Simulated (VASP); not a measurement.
# Ti3W2 (P6/mmm) in VASP: single point with PBE

Aim: the single point of Ti3W2 with PBE.

Everything below comes from runs of VASP 6.6.1. Logs are shortened: lines on timing, memory, paths and dates and some standing lists are left out, and cuts for length are marked.

## (1) The cell of the first run

It takes space group P6/mmm (No. 191, hexagonal). The conventional cell has a = 5.300 Å, b = 5.300 Å, c = 4.957 Å, α = 90.00°, β = 90.00°, γ = 120.00°. Ti (site symmetry mmm) has 4 Ti at 2.65 Å and 4 W at 2.88 Å within 3.5 Å. Within 3.0 Å of W (site symmetry 6mm) lie 2 W at 2.27 to 2.69 Å and 6 Ti at 2.88 Å.

The cell was generated, and may not be a known phase.

## (2) Single point, PBE, collinear spin

File INCAR:

```
SYSTEM = Ti3W2
ALGO     = Normal         ! electronic algorithm
EDIFF    = 1E-6           ! SCF threshold, eV
ENCUT    = 520            ! plane-wave cutoff, eV
GGA      = PE             ! functional
ISIF     = 2              ! what is computed and relaxed
ISMEAR   = 0              ! smearing method
ISPIN    = 2              ! spin polarisation
LASPH    = .True.         ! aspherical terms in the spheres
LCHARG   = .True.         ! write CHGCAR
LELF     = .True.         ! ELF
LMAXMIX  = 4              ! l up to which the mixer works
LORBIT   = 11             ! projections on sites
LREAL    = .False.        ! projectors in reciprocal space
LVHAR    = .True.       
LWAVE    = .False.        ! write WAVECAR
MAGMOM   = 1 1 1 0 0      ! initial moments
NBANDS   = 44             ! bands
NELM     = 150            ! most SCF steps
PREC     = Accurate       ! precision mode
SIGMA    = 0.1            ! smearing width, eV
```

File KPOINTS:

```
k-points
0
Gamma
  6 6 4
  0 0 0
```

File POSCAR:

```
Ti3W2
1.0
    5.3004212520      0.0000000000      0.0000000000
   -2.6502106260      4.5902994549      0.0000000000
    0.0000000000      0.0000000000      4.9572188624
Ti W
3 2
Direct
    0.5000000000      0.0000000000      0.5000000000
    0.0000000000      0.5000000000      0.5000000000
    0.5000000000      0.5000000000      0.5000000000
    0.0000000000      0.0000000000      0.2709194105
    0.0000000000      0.0000000000      0.7290805895
```

Potentials or basis: VASP PAW PBE potentials, release 64 (Ti_sv, W_sv).

On the command line:

```bash
cat potpaw_PBE.64/Ti_sv/POTCAR potpaw_PBE.64/W_sv/POTCAR > POTCAR
mpirun -np 1 vasp_std > vasp.out
```

OUTCAR:

```text
SYSTEM = Ti3W2
   EDIFF = 1E-6
   ENCUT = 520
   GGA = PE
   ISIF = 2
   ISMEAR = 0
   ISPIN = 2
   LASPH = .True.
   LORBIT = 11
   LREAL = .False.
   NELM = 150
   PREC = Accurate

 ion  position               nearest neighbor table
   1  0.500  0.000  0.500-   2 2.65   3 2.65   3 2.65   2 2.65   4 2.88   4 2.88   5 2.88   5 2.88

   2  0.000  0.500  0.500-   1 2.65   1 2.65   3 2.65   3 2.65   4 2.88   5 2.88   4 2.88   5 2.88

   3  0.500  0.500  0.500-   1 2.65   1 2.65   2 2.65   2 2.65   4 2.88   5 2.88   4 2.88   5 2.88

   4  0.000  0.000  0.271-   5 2.27   5 2.69   2 2.88   3 2.88   2 2.88   3 2.88   1 2.88   1 2.88

   5  0.000  0.000  0.729-   4 2.27   4 2.69   3 2.88   2 2.88   2 2.88   3 2.88   1 2.88   1 2.88

  LATTYP: Found a hexagonal cell.
 ALAT       =     5.3004212520
 C/A-ratio  =     0.9352499786

  Lattice vectors:

 A1 = (   5.3004212520,   0.0000000000,   0.0000000000)
 A2 = (  -2.6502106260,   4.5902994549,   0.0000000000)
 A3 = (   0.0000000000,   0.0000000000,   4.9572188624)

Analysis of symmetry for initial positions (statically):
=====================================================================
 Subroutine PRICEL returns:
 Original cell was already a primitive cell.

 Routine SETGRP: Setting up the symmetry group for a
 hexagonal supercell.

 Subroutine GETGRP returns: Found 24 space group operations
 (whereof 24 operations were pure point group operations)
 out of a pool of 24 trial point group operations.

The static configuration has the point symmetry D_6h.

Analysis of symmetry for dynamics (positions and initial velocities):
=====================================================================
 Subroutine PRICEL returns:
 Original cell was already a primitive cell.

 Routine SETGRP: Setting up the symmetry group for a
 hexagonal supercell.

 Subroutine GETGRP returns: Found 24 space group operations
 (whereof 24 operations were pure point group operations)
 out of a pool of 24 trial point group operations.

The dynamic configuration has the point symmetry D_6h.

Analysis of structural, dynamic, and magnetic symmetry:
=====================================================================
 Subroutine PRICEL returns:
 Original cell was already a primitive cell.

 Routine SETGRP: Setting up the symmetry group for a
 hexagonal supercell.

 Subroutine GETGRP returns: Found 24 space group operations
 (whereof 24 operations were pure point group operations)
 out of a pool of 24 trial point group operations.

The overall configuration has the point symmetry D_6h.

 Subroutine INISYM returns: Found 24 space group operations
 (whereof 24 operations are pure point group operations),
 and found     1 'primitive' translations

----------------------------------------------------------------------------------------

                                     Primitive cell

  volume of cell :     120.6117

  direct lattice vectors                    reciprocal lattice vectors
     5.300421252  0.000000000  0.000000000     0.188664250  0.108925356  0.000000000
    -2.650210626  4.590299455  0.000000000     0.000000000  0.217850711  0.000000000
     0.000000000  0.000000000  4.957218862     0.000000000  0.000000000  0.201726014

  length of vectors
     5.300421252  5.300421252  4.957218862     0.217850711  0.217850711  0.201726014

  position of ions in fractional coordinates (direct lattice)
     0.500000000  0.000000000  0.500000000
     1.000000000  0.500000000  0.500000000
     0.500000000  0.500000000  0.500000000
     0.000000000  0.000000000  0.270919410
     0.000000000  0.000000000  0.729080590

  ion indices of the primitive-cell ions
   primitive index   ion index
                 1           1
                 2           2
                 3           3
                 4           4
                 5           5

----------------------------------------------------------------------------------------

 KPOINTS: k-points

Automatic generation of k-mesh.
 Grid dimensions read from file:
 generate k-points for:    6    6    4

 Generating k-lattice:

  Cartesian coordinates                     Fractional coordinates (reciprocal lattice)
     0.031444042  0.018154226  0.000000000     0.166666667  0.000000000  0.000000000
     0.000000000  0.036308452  0.000000000     0.000000000  0.166666667  0.000000000
     0.000000000  0.000000000  0.050431503     0.000000000  0.000000000  0.250000000

  Length of vectors
     0.036308452  0.036308452  0.050431503

  Shift w.r.t. Gamma in fractional coordinates (k-lattice)
     0.000000000  0.000000000  0.000000000

 Subroutine IBZKPT returns following result:
 ===========================================

 Found     21 irreducible k-points:

 Following reciprocal coordinates:
            Coordinates               Weight
  0.000000  0.000000  0.000000      1.000000
  0.166667  0.000000  0.000000      6.000000
  0.333333  0.000000  0.000000      6.000000
  0.500000  0.000000  0.000000      3.000000
  0.166667  0.166667  0.000000      6.000000
  0.333333  0.166667  0.000000     12.000000
[... 13 lines left out ...]
  0.333333  0.166667  0.500000     12.000000
  0.333333  0.333333  0.500000      2.000000
   k-points           NKPTS =     21   k-points in BZ     NKDIM =     21   number of bands    NBANDS=     44
   number of dos      NEDOS =    301   number of ions     NIONS =      5
   total plane-waves  NPLWV =  64000
   dimension x,y,z NGX =    40 NGY =   40 NGZ =   40
   dimension x,y,z NGXF=    80 NGYF=   80 NGZF=   80
   ions per type =               3   2
   NGX,Y,Z   is equivalent  to a cutoff of  12.55, 12.55, 13.41 a.u.
   NGXF,Y,Z  is equivalent  to a cutoff of  25.09, 25.09, 26.83 a.u.
 SYSTEM =  Ti3W2
   PREC   = accura    normal or accurate (medium, high low for compatibility)
   ISTART =      0    job   : 0-new  1-cont  2-samecut
   ICHARG =      2    charge: 1-file 2-atom 10-const
   ISPIN  =      2    spin polarized calculation?
   LNONCOLLINEAR =      F non collinear calculations
   LSORBIT =      F    spin-orbit coupling
   LASPH  =      T    aspherical Exc in radial PAW
   ENCUT  =  520.0 eV  38.22 Ry    6.18 a.u.   9.86  9.86  9.22*2*pi/ulx,y,z
   NELM   =    150;   NELMIN=  2; NELMDL= -5     # of ELM steps
   EDIFF  = 0.1E-05   stopping-criterion for ELM
   LREAL  =      F    real-space projection
   EDIFFG = 0.1E-04   stopping-criterion for IOM
   NSW    =      0    number of steps for IOM
   IBRION =     -1    ionic relax: 0-MD 1-quasi-New 2-CG
   NFREE  =      0    steps in history (QN), initial steepest desc. (CG)
   ISIF   =      2    stress and relaxation
   ISYM   =      2    0-nonsym 1-usesym 2-fastsym
   POTIM  = 0.5000    time-step for ionic-motion
   TEBEG  =    0.0;   TEEND  =   0.0 temperature during run
   PSTRESS=    0.0 pullay stress
   NELECT =      64.0000    total number of electrons
   NUPDOWN=      -1.0000    fix difference up-down
   EMIN   =  10.00;   EMAX   =-10.00  energy-range for DOS
   EFERMI =   0.00;   METHOD = LEGACY
   ISMEAR =     0;   SIGMA  =   0.10  broadening in eV -4-tet -1-fermi 0-gaus
   EFERMI_NEDOS =   21; number of points for ismear=-14 and -15
   IALGO  =     38    algorithm
   IMIX   =      4    mixing-type and parameters
     AMIX     =   0.40;   BMIX     =  1.00
     AMIX_MAG =   1.60;   BMIX_MAG =  1.00
  volume/ion in A,a.u.               =      24.12       162.79
  Fermi-wavevector in a.u.,A,eV,Ry     =   1.325374  2.504593 23.900201  1.756615
  Thomas-Fermi vector in A             =   2.454839
   LORBIT       =     11    0 simple, 1 ext, 2 COOP (PROOUT), +10 PAW based schemes
   GGA     = PE    functional components
   LHFCALC =     F    Hartree Fock is set to
   AEXX    =    0.0000 exact exchange contribution
   IVDW    =     0    specifies the selected vdW correction
   LEPSILON=     F    determine dielectric tensor
   LRPA    =     F    only Hartree local field effects (RPA)
 spin polarized calculation
 Gauss-broadening in eV      SIGMA  =   0.10
  energy-cutoff  :      520.00
  volume of cell :      120.61
 maximum number of plane-waves:      3276
 NGX is ok and might be reduce to    40
   NGX = 19   NGY = 19   NGZ = 19

 number of electron      63.9999996 magnetization       0.3734486

 Free energy of the ion-electron system (eV)
  ---------------------------------------------------
  ext. energy  EPLUGINS =         0.00000000
  ---------------------------------------------------
  free energy    TOTEN  =       -42.43285551 eV

  energy without entropy =      -42.39100566  energy(sigma->0) =      -42.41193059

 E-fermi :   5.1965     XC(G=0): -10.0763

 val. band max:        5.1958366254   @ k =   0.3333   0.1667   0.0000
 cond. band min:       5.1987287353   @ k =   0.3333   0.1667   0.5000
 fundamental gap:      0.0028921099
 Fermi energy:         5.1964933111

 spin component 1

 k-point     1 :       0.0000    0.0000    0.0000
  band No.  band energies     occupation
      1     -68.4415      1.00000
      2     -68.1573      1.00000
      3     -51.6601      1.00000
      4     -51.4878      1.00000
      5     -51.4878      1.00000
      6     -33.9825      1.00000
[... 36 lines left out ...]
     43       8.0454      0.00000
     44       8.0454      0.00000

 k-point     2 :       0.1667    0.0000    0.0000
  band No.  band energies     occupation
      1     -68.4415      1.00000
      2     -68.1574      1.00000
      3     -51.6501      1.00000
      4     -51.4982      1.00000
      5     -51.4878      1.00000
      6     -33.9835      1.00000
[... 885 lines left out ...]
 k-point    21 :       0.3333    0.3333    0.5000
  band No.  band energies     occupation
      1     -68.4038      1.00000
      2     -68.1962      1.00000
      3     -51.5750      1.00000
      4     -51.5750      1.00000
      5     -51.4879      1.00000
      6     -33.5186      1.00000
[... 36 lines left out ...]
     43       7.5769      0.00000
     44       7.7247      0.00000
 Fermi energy:         5.1964933111

 spin component 2

 k-point     1 :       0.0000    0.0000    0.0000
  band No.  band energies     occupation
      1     -68.4730      1.00000
      2     -68.1884      1.00000
      3     -51.5221      1.00000
      4     -51.3510      1.00000
      5     -51.3510      1.00000
      6     -34.0262      1.00000
[... 36 lines left out ...]
     43       8.1450      0.00000
     44       8.1450      0.00000

 k-point     2 :       0.1667    0.0000    0.0000
  band No.  band energies     occupation
      1     -68.4731      1.00000
      2     -68.1885      1.00000
      3     -51.5122      1.00000
      4     -51.3613      1.00000
      5     -51.3510      1.00000
      6     -34.0271      1.00000
[... 885 lines left out ...]
 k-point    21 :       0.3333    0.3333    0.5000
  band No.  band energies     occupation
      1     -68.4351      1.00000
      2     -68.2276      1.00000
      3     -51.4376      1.00000
      4     -51.4376      1.00000
      5     -51.3511      1.00000
      6     -33.5567      1.00000
[... 36 lines left out ...]
     43       7.6993      0.00000
     44       7.7512      0.00000

------------------------ aborting loop because EDIFF is reached ----------------------------------------

  FORCE on cell =-STRESS in cart. coord.  units (eV):
  Direction    XX          YY          ZZ          XY          YZ          ZX
  --------------------------------------------------------------------------------------
  -------------------------------------------------------------------------------------
  Total       -0.0769313     -0.0769313      0.9148334      0.0000000     -0.0000000      0.0000000
  in kB       -1.0219376     -1.0219376     12.1524291      0.0000000     -0.0000000      0.0000000
  external PRESSURE =       3.3695179 kB  Pullay stress =       0.0000000 kB

 VOLUME and BASIS-vectors are now :
 -----------------------------------------------------------------------------
  energy-cutoff  :      520.00
  volume of cell :      120.61
      direct lattice vectors                 reciprocal lattice vectors
     5.300421252  0.000000000  0.000000000     0.188664250  0.108925356  0.000000000
    -2.650210626  4.590299455  0.000000000     0.000000000  0.217850711  0.000000000
     0.000000000  0.000000000  4.957218862     0.000000000  0.000000000  0.201726014

 POSITION                                       TOTAL-FORCE (eV/Angst)
 -----------------------------------------------------------------------------------
      2.65021      0.00000      2.47861        -0.000000      0.000000     -0.000000
     -1.32511      2.29515      2.47861        -0.000000      0.000000     -0.000000
      1.32511      2.29515      2.47861        -0.000000      0.000000     -0.000000
      0.00000      0.00000      1.34301         0.000000     -0.000000     -0.347737
      0.00000      0.00000      3.61421        -0.000000     -0.000000      0.347737
 -----------------------------------------------------------------------------------
    total drift:                               -0.000000      0.000000     -0.000000

  FREE ENERGIE OF THE ION-ELECTRON SYSTEM (eV)
  ---------------------------------------------------
  free  energy   TOTEN  =       -42.4328555128 eV

  energy  without entropy=      -42.3910056600  energy(sigma->0) =      -42.41193059

 total charge

# of ion       s       p       d       tot
------------------------------------------
    1        2.246   6.096   1.968  10.310
    2        2.246   6.096   1.968  10.310
    3        2.246   6.096   1.968  10.310
    4        2.488   6.163   3.528  12.179
    5        2.488   6.163   3.528  12.179
--------------------------------------------------
tot         11.713  30.616  12.961  55.290

 magnetization (x)

# of ion       s       p       d       tot
------------------------------------------
    1        0.002   0.006   0.144   0.153
    2        0.002   0.006   0.144   0.153
    3        0.002   0.006   0.144   0.153
    4       -0.005  -0.006  -0.063  -0.074
    5       -0.005  -0.006  -0.063  -0.074
--------------------------------------------------
tot         -0.002   0.007   0.306   0.311
```

Wall time 11 min (1 thread of Oxide Virtual Turin-like, shared host); peak memory 0.34 GiB.

What came out:

```
Free energy                                           : -42.4329 eV
Pressure                                              : 0.3 GPa
Largest force                                         : 0.348 eV/Å
Net moment                                            : 0.37 μB per cell
Site moments                                          : Ti +0.15; W -0.07 μB
Valence electrons inside the program's atomic spheres : Ti 10.31; W 12.18
```

Forces on the atoms (eV/Å):
```
Ti   0.000  0.000  0.000
Ti   0.000  0.000  0.000
Ti   0.000  0.000  0.000
W    0.000  0.000 -0.348
W    0.000  0.000  0.348
```

Stress tensor (GPa, compression positive):
```
-0.10  0.00  0.00
 0.00 -0.10  0.00
 0.00  0.00  1.22
```

Caveat: a moment this small can come from the mesh or the smearing; spin-orbit coupling is left out, which moves the levels of the heavy elements.
